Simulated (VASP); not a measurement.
# Co (P6_3/mmc) in VASP: further runs, part 2 of 2

VASP 6.6.1. The steps go on from the part before.

## Step 3: Single point, LDA, collinear spin, ferromagnetic start

This run uses another cell than the first one, of 10.02 Å³/atom.

File INCAR:

```
SYSTEM = Co
PREC     = Accurate       ! precision mode
ENCUT    = 520            ! plane-wave cutoff, eV
EDIFF    = 1E-6           ! SCF threshold, eV
ISMEAR   = -1             ! smearing method
SIGMA    = 0.05           ! smearing width, eV
LREAL    = .False.        ! projectors in reciprocal space
LASPH    = .True.         ! aspherical terms in the spheres
NELM     = 150            ! most SCF steps
ALGO     = Normal         ! electronic algorithm
ISIF     = 2              ! what is computed and relaxed
LWAVE    = .False.        ! write WAVECAR
LCHARG   = .False.        ! write CHGCAR
ISPIN    = 2              ! spin polarisation
MAGMOM   = 2 2 2 2        ! initial moments
LORBIT   = 11             ! projections on sites
LMAXMIX  = 4              ! l up to which the mixer works
GGA      = CA             ! functional
NBANDS   = 30             ! bands
```

File KPOINTS:

```
Automatic mesh
0
Gamma
  12 12 4
  0 0 0
```

File POSCAR:

```
Co
1.0
    2.4260598766      0.0000000000      0.0000000000
   -1.2130299383      2.1010294842      0.0000000000
    0.0000000000      0.0000000000      7.8644490400
Co
4
Direct
    0.6666666667      0.3333333333      0.7500000000
    0.0000000000      0.0000000000      0.5000000000
    0.3333333333      0.6666666667      0.2500000000
    0.0000000000      0.0000000000      0.0000000000
```

Potentials or basis: VASP PAW LDA potentials, release 64 (Co).

Launch:

```
$ cat potpaw_LDA.64/Co/POTCAR > POTCAR
$ mpirun -np 1 vasp_std > vasp.out
```

OUTCAR:

```text
SYSTEM = Co
   PREC = Accurate
   ENCUT = 520
   EDIFF = 1E-6
   ISMEAR = -1
   LREAL = .False.
   LASPH = .True.
   NELM = 150
   ISIF = 2
   ISPIN = 2
   LORBIT = 11
   GGA = CA

 ion  position               nearest neighbor table
   1  0.667  0.333  0.750-   2 2.41   4 2.41   2 2.41   4 2.41   2 2.41   4 2.41
   2  0.000  0.000  0.500-   1 2.41   3 2.41   3 2.41   1 2.41   1 2.41   3 2.41
   3  0.333  0.667  0.250-   2 2.41   4 2.41   2 2.41   4 2.41   2 2.41   4 2.41
   4  0.000  0.000  0.000-   1 2.41   3 2.41   3 2.41   1 2.41   1 2.41   3 2.41

  LATTYP: Found a hexagonal cell.
 ALAT       =     2.4260598766
 C/A-ratio  =     3.2416549632

  Lattice vectors:

 A1 = (   2.4260598766,   0.0000000000,   0.0000000000)
 A2 = (  -1.2130299383,   2.1010294842,   0.0000000000)
 A3 = (   0.0000000000,   0.0000000000,   7.8644490400)

Analysis of symmetry for initial positions (statically):
=====================================================================
 Subroutine PRICEL returns:
 Original cell was already a primitive cell.

 Routine SETGRP: Setting up the symmetry group for a
 hexagonal supercell.

 Subroutine GETGRP returns: Found 24 space group operations
 (whereof 12 operations were pure point group operations)
 out of a pool of 24 trial point group operations.

The static configuration has the point symmetry D_3d.
 The point group associated with its full space group is D_6h.

Analysis of symmetry for dynamics (positions and initial velocities):
=====================================================================
 Subroutine PRICEL returns:
 Original cell was already a primitive cell.

 Routine SETGRP: Setting up the symmetry group for a
 hexagonal supercell.

 Subroutine GETGRP returns: Found 24 space group operations
 (whereof 12 operations were pure point group operations)
 out of a pool of 24 trial point group operations.

The dynamic configuration has the point symmetry D_3d.
 The point group associated with its full space group is D_6h.

Analysis of structural, dynamic, and magnetic symmetry:
=====================================================================
 Subroutine PRICEL returns:
 Original cell was already a primitive cell.

 Routine SETGRP: Setting up the symmetry group for a
 hexagonal supercell.

 Subroutine GETGRP returns: Found 24 space group operations
 (whereof 12 operations were pure point group operations)
 out of a pool of 24 trial point group operations.

The overall configuration has the point symmetry D_3d.
 The point group associated with its full space group is D_6h.

 Subroutine INISYM returns: Found 24 space group operations
 (whereof 12 operations are pure point group operations),
 and found     1 'primitive' translations

----------------------------------------------------------------------------------------

                                     Primitive cell

  volume of cell :      40.0869

  direct lattice vectors                    reciprocal lattice vectors
     2.426059877  0.000000000  0.000000000     0.412190981  0.237978574  0.000000000
    -1.213029938  2.101029484  0.000000000     0.000000000  0.475957147  0.000000000
     0.000000000  0.000000000  7.864449040     0.000000000  0.000000000  0.127154489

  length of vectors
     2.426059877  2.426059877  7.864449040     0.475957147  0.475957147  0.127154489

  position of ions in fractional coordinates (direct lattice)
     0.666666667  0.333333333  0.750000000
     0.000000000  0.000000000  0.500000000
     0.333333333  0.666666667  0.250000000
[... 77 lines left out ...]
   LASPH  =      T    aspherical Exc in radial PAW
   ENCUT  =  520.0 eV  38.22 Ry    6.18 a.u.   4.51  4.51 14.62*2*pi/ulx,y,z
   NELM   =    150;   NELMIN=  2; NELMDL= -5     # of ELM steps
   EDIFF  = 0.1E-05   stopping-criterion for ELM
   LREAL  =      F    real-space projection
   EDIFFG = 0.1E-04   stopping-criterion for IOM
   NSW    =      0    number of steps for IOM
   IBRION =     -1    ionic relax: 0-MD 1-quasi-New 2-CG
   NFREE  =      0    steps in history (QN), initial steepest desc. (CG)
   ISIF   =      2    stress and relaxation
   ISYM   =      2    0-nonsym 1-usesym 2-fastsym
   POTIM  = 0.5000    time-step for ionic-motion
   TEBEG  =    0.0;   TEEND  =   0.0 temperature during run
   PSTRESS=    0.0 pullay stress
   NELECT =      36.0000    total number of electrons
   NUPDOWN=      -1.0000    fix difference up-down
   EMIN   =  10.00;   EMAX   =-10.00  energy-range for DOS
   EFERMI =   0.00;   METHOD = LEGACY
   ISMEAR =    -1;   SIGMA  =   0.05  broadening in eV -4-tet -1-fermi 0-gaus
   EFERMI_NEDOS =   21; number of points for ismear=-14 and -15
   IALGO  =     38    algorithm
   IMIX   =      4    mixing-type and parameters
     AMIX     =   0.40;   BMIX     =  1.00
     AMIX_MAG =   1.60;   BMIX_MAG =  1.00
  volume/ion in A,a.u.               =      10.02        67.63
  Fermi-wavevector in a.u.,A,eV,Ry     =   1.579459  2.984745 33.942326  2.494691
  Thomas-Fermi vector in A             =   2.679835
   LORBIT       =     11    0 simple, 1 ext, 2 COOP (PROOUT), +10 PAW based schemes
   GGA     = CA    functional components
   LHFCALC =     F    Hartree Fock is set to
   AEXX    =    0.0000 exact exchange contribution
   IVDW    =     0    specifies the selected vdW correction
   LEPSILON=     F    determine dielectric tensor
   LRPA    =     F    only Hartree local field effects (RPA)
 spin polarized calculation
  energy-cutoff  :      520.00
  volume of cell :       40.09
 maximum number of plane-waves:      1110
   NGX =  9   NGY =  9   NGZ = 29

 number of electron      35.9999979 magnetization       5.9447500

 Free energy of the ion-electron system (eV)
  ---------------------------------------------------
  ext. energy  EPLUGINS =         0.00000000
  ---------------------------------------------------
  free energy    TOTEN  =       -32.46775864 eV

  energy without entropy =      -32.43345269  energy(sigma->0) =      -32.45060567

 E-fermi :  11.1246     XC(G=0): -14.2100

 val. band max:       11.1236933165   @ k =   0.1667   0.0833   0.5000
 cond. band min:      11.1263540456   @ k =   0.4167   0.0000   0.0000
 fundamental gap:      0.0026607291
 Fermi energy:        11.1245875698

 spin component 1

 k-point     1 :       0.0000    0.0000    0.0000
  band No.  band energies     occupation
      1       1.7084      1.00000
      2       4.0575      1.00000
      3       4.0733      1.00000
      4       5.6567      1.00000
      5       8.1088      1.00000
      6       8.1421      1.00000
[... 781 lines left out ...]
     29      26.8445      0.00000
     30      27.5889      0.00000

 [... further k-points ...]

 spin component 2

 k-point     1 :       0.0000    0.0000    0.0000
  band No.  band energies     occupation
      1       1.9007      1.00000
      2       4.3145      1.00000
      3       4.3223      1.00000
      4       6.5059      1.00000
      5       9.2678      1.00000
      6       9.3054      1.00000
[... 781 lines left out ...]
     29      27.3141      0.00000
     30      28.1025      0.00000

 [... further k-points ...]
[... 5 lines left out ...]
  --------------------------------------------------------------------------------------
  -------------------------------------------------------------------------------------
  Total       -0.3096265     -0.3096265     -0.2742380      0.0000000      0.0000000      0.0000000
  in kB      -12.3750429    -12.3750429    -10.9606500      0.0000000      0.0000000      0.0000000
  external PRESSURE =     -11.9035786 kB  Pullay stress =       0.0000000 kB

 VOLUME and BASIS-vectors are now :
 -----------------------------------------------------------------------------
  energy-cutoff  :      520.00
  volume of cell :       40.09
      direct lattice vectors                 reciprocal lattice vectors
     2.426059877  0.000000000  0.000000000     0.412190981  0.237978574  0.000000000
    -1.213029938  2.101029484  0.000000000     0.000000000  0.475957147  0.000000000
     0.000000000  0.000000000  7.864449040     0.000000000  0.000000000  0.127154489

 POSITION                                       TOTAL-FORCE (eV/Angst)
 -----------------------------------------------------------------------------------
      1.21303      0.70034      5.89834         0.000000      0.000000      0.000000
      0.00000      0.00000      3.93222         0.000000      0.000000      0.000000
     -0.00000      1.40069      1.96611         0.000000     -0.000000      0.000000
      0.00000      0.00000      0.00000        -0.000000      0.000000      0.000000
 -----------------------------------------------------------------------------------
    total drift:                                0.000000     -0.000000      0.000000

  FREE ENERGIE OF THE ION-ELECTRON SYSTEM (eV)
  ---------------------------------------------------
  free  energy   TOTEN  =       -32.4677586433 eV

  energy  without entropy=      -32.4334526868  energy(sigma->0) =      -32.45060567

 total charge

# of ion       s       p       d       tot
------------------------------------------
    1        0.523   0.590   7.333   8.446
    2        0.524   0.586   7.340   8.449
    3        0.523   0.590   7.333   8.446
    4        0.524   0.586   7.340   8.449
--------------------------------------------------
tot          2.093   2.352  29.345  33.790

 magnetization (x)

# of ion       s       p       d       tot
------------------------------------------
    1       -0.013  -0.036   1.538   1.489
    2       -0.013  -0.035   1.516   1.468
    3       -0.013  -0.036   1.538   1.489
    4       -0.013  -0.035   1.516   1.468
--------------------------------------------------
tot         -0.052  -0.142   6.108   5.914
```

Run time: 2.3 min. Hardware: 1 thread of AMD EPYC 7R13, shared host; peak memory 0.18 GiB.

What came out:

```
Free energy                                           : -32.4678 eV
Pressure                                              : -1.2 GPa
Net moment                                            : 5.94 μB per cell
Site moments                                          : Co +1.49, +1.47 (each value once) μB
Valence electrons inside the program's atomic spheres : Co 8.45
```

## Step 4: Single point, SVWN5, collinear spin, ferromagnetic start

This run uses another cell than the first one, of 10.05 Å³/atom.

File INCAR:

```
SYSTEM = Co
ALGO = Normal
EDIFF = 1E-6
ENCUT = 520
GGA = VW
ISIF = 2
ISMEAR = -1
ISPIN = 2
LASPH = .True.
LCHARG = .False.
LMAXMIX = 4
LORBIT = 11
LREAL = .False.
LWAVE = .False.
MAGMOM = 2 2 2 2
NBANDS = 30
NELM = 150
PREC = Accurate
SIGMA = 0.05
```

File KPOINTS:

```
k-points
0
Gamma
  12 12 4
  0 0 0
```

File POSCAR:

```
Co
1.0
    2.4201280013      0.0000000000      0.0000000000
   -1.2100640007      2.0958923296      0.0000000000
    0.0000000000      0.0000000000      7.9231214745
Co
4
Direct
    0.6666666667      0.3333333333      0.7500000000
    0.0000000000      0.0000000000      0.5000000000
    0.3333333333      0.6666666667      0.2500000000
    0.0000000000      0.0000000000      0.0000000000
```

Potentials or basis: VASP PAW PBE potentials, release 64 (Co).

Launch:

```
$ cat potpaw_PBE.64/Co/POTCAR > POTCAR
$ mpirun -np 1 vasp_std > vasp.out
```

Wall time 2.8 min (1 thread of AMD EPYC 7R13, shared host); peak memory 0.18 GiB.

Results (log left out):

| Item | Value |
| --- | --- |
| Free energy | 57.3158 eV |
| Pressure | -4.0 GPa |
| Net moment | 5.50 μB per cell |
| Site moments | Co +1.36, +1.37 (each value once) μB |
| Valence electrons inside the program's atomic spheres | Co 8.44 |

Stress tensor (GPa, compression positive):
```
-2.85  0.00  0.00
 0.00 -2.85  0.00
 0.00  0.00 -6.27
```

Levels at points of the mesh, in eV from the Fermi level:
Spin up:
```csv
k point,band 17,band 18,band 19,band 20,band 21,band 22,band 23,band 24
"(0.00, 0.00, 0.00)",-1.42,-1.04,-1.04,-0.73,-0.73,-0.27,-0.27,-0.26
"(0.50, 0.00, 0.00)",-0.10,-0.02,-0.01,0.01,0.40,1.54,2.98,3.59
"(0.00, 0.00, 0.50)",-1.22,-1.22,-1.22,-1.22,-0.47,-0.47,-0.47,-0.47
"(0.50, 0.00, 0.50)",-0.16,-0.16,-0.02,-0.02,1.65,1.65,3.23,3.23
```
Spin down:
```csv
k point,band 11,band 12,band 13,band 14,band 15,band 16,band 17,band 18,band 19,band 20
"(0.00, 0.00, 0.00)",-1.39,-1.09,-1.09,-1.03,-1.03,-0.14,-0.14,-0.07,0.26,0.26
"(0.50, 0.00, 0.00)",-1.00,-0.26,-0.25,0.75,1.13,1.13,1.16,1.20,1.28,1.29
"(0.00, 0.00, 0.50)",-1.32,-1.32,-1.18,-1.18,-1.18,-1.18,0.07,0.07,0.07,0.07
"(0.50, 0.00, 0.50)",-0.90,-0.90,-0.30,-0.30,0.72,0.72,1.15,1.15,1.27,1.27
```

Caveat: the cell stands under tension; the PAW data sets were made with another functional, which shifts forces and pressure a little.

## Step 5: Single point, SVWN5, collinear spin, ferromagnetic start

This run uses another cell than the first one, of 10.26 Å³/atom.

File INCAR:

```
SYSTEM = Co
PREC     = Accurate       ! precision mode
ENCUT    = 520            ! plane-wave cutoff, eV
EDIFF    = 1E-7           ! SCF threshold, eV
ISMEAR   = -1             ! smearing method
SIGMA    = 0.05           ! smearing width, eV
LREAL    = .False.        ! projectors in reciprocal space
LASPH    = .True.         ! aspherical terms in the spheres
NELM     = 150            ! most SCF steps
ALGO     = Normal         ! electronic algorithm
ISIF     = 2              ! what is computed and relaxed
LWAVE    = .False.        ! write WAVECAR
LCHARG   = .False.        ! write CHGCAR
ISPIN    = 2              ! spin polarisation
MAGMOM   = 2 2 2 2        ! initial moments
LORBIT   = 11             ! projections on sites
LMAXMIX  = 4              ! l up to which the mixer works
GGA      = VW             ! functional
NBANDS   = 30             ! bands
```

File KPOINTS:

```
Automatic mesh
0
Gamma
  12 12 4
  0 0 0
```

File POSCAR:

```
Co
1.0
    2.4371717178      0.0000000000      0.0000000000
   -1.2185858589      2.1106526210      0.0000000000
    0.0000000000      0.0000000000      7.9789199430
Co
4
Direct
    0.6666666667      0.3333333333      0.7500000000
    0.0000000000      0.0000000000      0.5000000000
    0.3333333333      0.6666666667      0.2500000000
    0.0000000000      0.0000000000      0.0000000000
```

Launch:

```
$ cat potpaw_PBE.64/Co/POTCAR > POTCAR
$ mpirun -np 1 vasp_std > vasp.out
```

It took 3 min on 1 thread of AMD EPYC 7R13, shared host; peak memory 0.18 GiB.

The run converged. Its results:

```yaml
Free_energy: 57.3610 eV
Pressure: -8.7 GPa
Net_moment: 5.71 μB per cell
Site_moments: Co +1.43, +1.42 (each value once) μB
Valence_electrons_inside_the_program's_atomic_spheres: Co 8.39
```

Stress tensor (GPa, compression positive):
```
 -7.65   0.00   0.00
  0.00  -7.65   0.00
  0.00   0.00 -10.85
```

Levels at points of the mesh, in eV from the Fermi level:
Spin up:
| k point | band 16 | band 17 | band 18 | band 19 | band 20 | band 21 | band 22 | band 23 | band 24 | band 25 |
| --- | --- | --- | --- | --- | --- | --- | --- | --- | --- | --- |
| (0.00, 0.00, 0.00) | -1.42 | -1.42 | -1.06 | -1.06 | -0.75 | -0.75 | -0.32 | -0.32 | -0.25 | 6.83 |
| (0.50, 0.00, 0.00) | -0.21 | -0.15 | -0.06 | -0.06 | -0.04 | 0.39 | 1.51 | 2.89 | 3.49 | 7.61 |
| (0.00, 0.00, 0.50) | -1.87 | -1.24 | -1.24 | -1.24 | -1.24 | -0.50 | -0.50 | -0.50 | -0.50 | 9.81 |
| (0.50, 0.00, 0.50) | -0.63 | -0.20 | -0.20 | -0.07 | -0.07 | 1.59 | 1.59 | 3.14 | 3.14 | 7.91 |
Spin down:
| k point | band 12 | band 13 | band 14 | band 15 | band 16 | band 17 | band 18 | band 19 |
| --- | --- | --- | --- | --- | --- | --- | --- | --- |
| (0.00, 0.00, 0.00) | -1.03 | -1.03 | -0.97 | -0.97 | -0.10 | -0.10 | -0.06 | 0.28 |
| (0.50, 0.00, 0.00) | -0.22 | -0.21 | 0.75 | 1.13 | 1.13 | 1.15 | 1.19 | 1.27 |
| (0.00, 0.00, 0.50) | -1.25 | -1.12 | -1.12 | -1.12 | -1.12 | 0.09 | 0.09 | 0.09 |
| (0.50, 0.00, 0.50) | -0.86 | -0.26 | -0.26 | 0.73 | 0.73 | 1.14 | 1.14 | 1.27 |

Caveat: the cell stands under tension; the PAW data sets were made with another functional, which shifts forces and pressure a little.

## Step 6: The runs side by side

```tsv
level	potentials or basis	cell	gap on the mesh (eV)	pressure (GPa)	moment (μB)
RPBE+D3(BJ)	VASP PAW PBE potentials, release 64 (Co)	a = 2.405, b = 2.405, c = 7.797 Å, angles 90.0, 90.0, 120.0°, 4 atoms	none	-1.4	6.18
LDA	VASP PAW LDA potentials, release 64 (Co)	a = 2.426, b = 2.426, c = 7.864 Å, angles 90.0, 90.0, 120.0°, 4 atoms	none	-1.2	5.94
SVWN5	VASP PAW PBE potentials, release 64 (Co)	a = 2.420, b = 2.420, c = 7.923 Å, angles 90.0, 90.0, 120.0°, 4 atoms	none	-4.0	5.50
SVWN5	VASP PAW PBE potentials, release 64 (Co)	a = 2.437, b = 2.437, c = 7.979 Å, angles 90.0, 90.0, 120.0°, 4 atoms	none	-8.7	5.71
```

Alike in all rows: task single point; spin collinear, ferromagnetic start; k mesh 12 × 12 × 4; cutoff (eV) 520; smearing fermi-dirac 0.05 eV.

Caveats: the PAW data sets were made with another functional, which shifts forces and pressure a little (at least some runs); the cell stands under tension (at least some runs); the dispersion term is far too large for a dense solid, which distorts pressure and volume (at least some runs).

Absolute energies hang on the potentials; compare differences alone.
